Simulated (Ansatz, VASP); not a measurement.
One calculation of Sb2Se3, two programs

```
Sb Se
1.0
    11.68000    0.00000    0.00000
     0.00000    3.98000    0.00000
     0.00000    0.00000   11.58000
Sb Se
8 12
Direct
  0.02411 0.25000 0.32809
  0.47589 0.75000 0.82809
  0.52411 0.25000 0.17191
  0.97589 0.75000 0.67191
  0.35041 0.25000 0.53893
  0.14959 0.75000 0.03893
  0.85041 0.25000 0.96107
  0.64959 0.75000 0.46107
  0.21585 0.25000 0.19571
  0.28415 0.75000 0.69571
  0.71585 0.25000 0.30429
  0.78415 0.75000 0.80429
  0.87139 0.25000 0.55343
  0.62861 0.75000 0.05343
  0.37139 0.25000 0.94657
  0.12861 0.75000 0.44657
  0.05633 0.25000 0.86904
  0.44367 0.75000 0.36904
  0.55633 0.25000 0.63096
  0.94367 0.75000 0.13096
```

Alike in both runs: functional PBE; k mesh 3 × 7 × 3; occupations fermi-dirac, width 0.02 eV; no spin polarisation.

Ansatz relaxed the structure, and its values are those at the end. VASP's run is a single point on that final structure, the one shown.

|  | VASP | Ansatz |
| --- | --- | --- |
| version | VASP 6.6.1 | Ansatz 0.2.0 |
| potentials or method | VASP PAW PBE potentials, release 64 (Sb, Se) | plane-wave PAW, scalar-relativistic |
| plane-wave cutoff (eV) | 520 | 420 |
| valence electrons in the cell | 112 | 312 |

|  | VASP | Ansatz | Ansatz less VASP |
| --- | --- | --- | --- |
| gap on the k mesh at the Fermi level (eV) | 0.91 | 0.93 | +0.017 |
| pressure (GPa) | 2.0 | 2.0 | -0.01 |
| rms of the force components (eV/Å) | 0.018 | 0.006 | -0.0113 |

VASP's potentials hold 112 valence electrons a cell and Ansatz's 312, so a difference there can come from the potentials and not from the codes. Ansatz's warnings: stress scf threshold loose.

Spin-orbit coupling is off throughout.
